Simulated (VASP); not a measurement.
The system is Sn.

```
Sn
1.0
     1.55819   -2.90916    0.00000
     1.55819    2.90916    0.00000
     0.00000    0.00000    4.54307
Sn
1
Cartesian
  0.0000 0.0000 0.0000
```

* Program: VASP 6.6.1
* Task: relaxation of cell and atoms
* Functional: PBE
* Potentials or basis: VASP PAW PBE potentials, release 64 (Sn_d)
* Cutoff: 600 eV
* k mesh: 20 × 20 × 12
* Occupations: gaussian, width 0.1 eV
* Spin: no spin polarisation

At the start: pressure -2.0 GPa; volume 41.19 Å³/atom.

Task: Where does the relaxation end?

Result: Over 24 steps the energy falls by 443.3 meV/atom and the volume is 28.45 Å³/atom (-30.9 %); space group P6/mmm (No. 191, to 0.05 Å).

Step by step:
| step | energy change (eV) | largest force (eV/Å) | pressure (GPa) | volume (Å³) |
| --- | --- | --- | --- | --- |
| 1 | 0.0000 | 0.0000 | -1.99 | 41.19 |
| 2 | -0.0272 | 0.0000 | -0.36 | 38.21 |
| 3 | -0.0290 | 0.0000 | 0.31 | 37.36 |
| 4 | -0.0564 | 0.0000 | 0.20 | 36.04 |
| 5 | -0.1724 | 0.0000 | 0.16 | 32.55 |
| 6 | -0.3717 | 0.0000 | 7.02 | 25.48 |
| 7 | -0.3537 | 0.0000 | 1.81 | 28.36 |
| 8 | -0.3908 | 0.0000 | 3.84 | 26.83 |
| 9 | -0.4112 | 0.0000 | 3.77 | 26.70 |
| 10 | -0.4128 | 0.0000 | 3.81 | 26.63 |
| 11 | -0.4255 | 0.0000 | 2.46 | 27.23 |
| 12 | -0.4370 | 0.0000 | -0.02 | 28.56 |
| 13 | -0.4370 | 0.0000 | -0.26 | 28.67 |
| 14 | -0.4383 | 0.0000 | -0.30 | 28.66 |
| 15 | -0.4412 | 0.0000 | -0.31 | 28.62 |
| 16 | -0.4419 | 0.0000 | -0.06 | 28.52 |
| 17 | -0.4424 | 0.0000 | -0.12 | 28.56 |
| 18 | -0.4430 | 0.0000 | -0.04 | 28.47 |
| 19 | -0.4433 | 0.0000 | 0.15 | 28.35 |
| 20 | -0.4433 | 0.0000 | 0.14 | 28.37 |
| 21 | -0.4433 | 0.0000 | 0.12 | 28.39 |
| 22 | -0.4433 | 0.0000 | 0.09 | 28.38 |
| 23 | -0.4433 | 0.0000 | 0.10 | 28.37 |
| 24 | -0.4433 | 0.0000 | 0.00 | 28.45 |

Final structure:
```
CELL_PARAMETERS angstrom
1.63597 -2.83166 0.00000
1.63597 2.83166 0.00000
0.00000 0.00000 3.07019
ATOMIC_POSITIONS crystal
Sn 0.00000 0.00000 0.00000
```

Caveat: the volume moved by over 15 % at a fixed basis, so the end points are rough.
